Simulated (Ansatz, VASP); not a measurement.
## C in VASP and in Ansatz

File INCAR:

```
  PREC = Accurate
  ENCUT = 600
  EDIFF = 1E-6
  ISMEAR = -1
  SIGMA = 0.1
  LREAL = False
  LASPH = True
  NELM = 120
  ALGO = Normal
  ISIF = 2
  LWAVE = False
  LCHARG = False
  GGA = PE
  NBANDS = 16
  GGA_COMPAT = False
```

The input KPOINTS:

```
regular mesh
0
Gamma
  15 15 5
```

Contents of POSCAR:

```
C
1.0
    2.2936830918      0.0000000000      0.0000000000
   -1.1468415460      1.9863878257      0.0000000000
    0.0000000000      0.0000000000      4.2242036101
C
4
Direct
    0.0000000000      0.0000000000      0.2500000000
    0.0000000000      0.0000000000      0.7500000000
    0.3333333333      0.6666666667      0.2500000000
    0.6666666667      0.3333333333      0.7500000000
```

Input for Ansatz:

```yaml
crystal:
  lattice:
    - [2.2936830918, 0.0, 0.0]
    - [-1.146841546, 1.9863878257, 0.0]
    - [0.0, 0.0, 4.2242036101]
  atoms:
    - { symbol: C, position: [0.0, 0.0, 0.25] }
    - { symbol: C, position: [0.0, 0.0, 0.75] }
    - { symbol: C, position: [0.3333333333, 0.6666666667, 0.25] }
    - { symbol: C, position: [0.6666666667, 0.3333333333, 0.75] }
kpoints:
  mp_grid: { grid: [15, 15, 5] }
scf:
  occupations: { method: fermi_dirac, width: 0.1 }
hamiltonian:
  xc: pbe
  pseudopotentials: { kind: paw, core: large }
output:
  forces: true
  stress: true
  eigenvalues: true
  write_density: true
  write_potential: true
  elf: true
  volumetric_format: npy
```

Change from the starting cell: volume scaled by 0.43, PAW files, core large.

Alike in both runs: task single point; functional PBE; k mesh 15 × 15 × 5; occupations fermi-dirac, width 0.1 eV; no spin polarisation.

|  | VASP | Ansatz |
| --- | --- | --- |
| version | VASP 6.6.1 | Ansatz 0.2.0 |
| potentials or method | VASP PAW PBE potentials, release 64 (C) | PAW with other files of Ansatz's library (core large), scalar-relativistic |
| plane-wave cutoff (eV) | 600 | 420 |
| valence electrons in the cell | 16 | 16 |

Ansatz gave:

- pressure (GPa): 187.7
- traceless stress, the component that is largest in VASP (GPa): -0.67

Problem. What did VASP give for the same quantities?

Solution. Pressure (GPa): 187.6; traceless stress, the component that is largest in VASP (GPa): -1.23.

Both programs put the cell under a high pressure, so it lies far from rest at this level.

Noted on VASP's run: the cell as given lies far from equilibrium.
